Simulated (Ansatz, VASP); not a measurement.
# Two plane-wave programs on H

Contents of INCAR:

```
PREC = Accurate ; ENCUT = 520
EDIFF = 1E-6 ; ISMEAR = 0
SIGMA = 0.05 ; LREAL = False
LASPH = True ; NELM = 80
ALGO = Normal ; ISIF = 2
LWAVE = False ; LCHARG = False
NBANDS = 8
```

File KPOINTS:

```
Automatic mesh
0
Gamma
  10 10 10
```

Contents of POSCAR:

```
H
1.0
   -1.6915344700      1.5900424018      2.0584739900
    1.6915344700     -1.5900424018      2.0584739900
    1.6915344700      1.5900424018     -2.0584739900
H
2
Direct
    0.9098622900      0.9098622900      0.0000000000
    0.0901377100      0.0901377100      0.0000000000
```

Input for Ansatz:

```yaml
crystal:
  lattice:
    - [-1.69153447, 1.5900424018, 2.05847399]
    - [1.69153447, -1.5900424018, 2.05847399]
    - [1.69153447, 1.5900424018, -2.05847399]
  atoms:
    - { symbol: H, position: [0.90986229, 0.90986229, 0.0] }
    - { symbol: H, position: [0.09013771, 0.09013771, 0.0] }
basis:
  ecutwfc: 420
kpoints:
  mp_grid: { grid: [10, 10, 10] }
hamiltonian:
  xc: lda
scf:
  occupations: { method: gaussian, width: 0.05 }
output:
  forces: true
  stress: true
  eigenvalues: true
```

Change from the starting cell: strain -0.0600 x Voigt [0, 1, 0, 0, 0, 0], atoms carried along.

Alike in both runs: task single point; functional LDA; k mesh 10 × 10 × 10; occupations gaussian, width 0.05 eV; no spin polarisation.

|  | VASP | Ansatz |
| --- | --- | --- |
| version | VASP 6.6.1 | Ansatz 0.2.0 |
| potentials or method | VASP PAW LDA potentials, release 64 (H), cutoff 520 eV | scalar-relativistic, plane waves, PAW |
| valence electrons in the cell | 2 | 2 |

Ansatz gave:

* gap on the k mesh at the Fermi level (eV): 8.07
* least direct gap on the mesh (eV): 9.08
* pressure (GPa): 1.0
* traceless stress, the component that is largest in VASP (GPa): 3.50
* rms of the force components (eV/Å): 0.559

Question: What did VASP give for the same quantities?

Answer: gap on the k mesh at the Fermi level (eV): 8.06; least direct gap on the mesh (eV): 9.07; pressure (GPa): 0.8; traceless stress, the component that is largest in VASP (GPa): 3.50; rms of the force components (eV/Å): 0.565.

LDA's correlation is that of Perdew and Zunger in VASP and of Perdew and Wang (1992) in Ansatz. Atom by atom the forces differ by 0.006 eV/Å (rms over components).
